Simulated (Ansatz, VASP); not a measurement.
**One calculation of WSe, two programs**

```
W Se
1.0
     0.00000    3.03385    3.03385
     3.03385    0.00000    3.03385
     3.03385    3.03385    0.00000
W Se
1 1
Cartesian
  0.0000 0.0000 0.0000
  3.0339 3.0339 3.0339
```

Alike in both runs: task single point; functional PBE; k mesh 12 × 12 × 12; occupations gaussian, width 0.1 eV; collinear spin; Hubbard terms W d U = 6.2 eV.

|  | VASP | Ansatz |
| --- | --- | --- |
| version | VASP 6.6.1 | Ansatz 0.2.0 |
| potentials or method | VASP PAW PBE potentials, release 64 (W_sv, Se), cutoff 520 eV | scalar-relativistic, plane waves, PAW |
| valence electrons in the cell | 20 | 30 |

VASP gave:

```
gap on the k mesh at the Fermi level (eV)                     : none
pressure (GPa)                                                : -9.7
net moment per atom (μB)                                      : 2.00
size of the moment on the site where the two differ most (μB) : 0.13
```

Problem. Which values does Ansatz return?

Solution. gap on the k mesh at the Fermi level (eV): none; pressure (GPa): -7.8; net moment per atom (μB): 2.00; size of the moment on the site where the two differ most (μB): 0.38.

Site moments also hang on the region over which each program counts them. The programs project onto different local orbitals, so the same U acts differently, and such runs can settle in different states. A gap of «none» marks a metal or a gap that the smearing closes. VASP's potentials hold 20 valence electrons a cell and Ansatz's 30, so a difference there can come from the potentials and not from the codes. Ansatz's warnings: filled band counts differ across k points.

Neither program's run includes spin-orbit coupling.
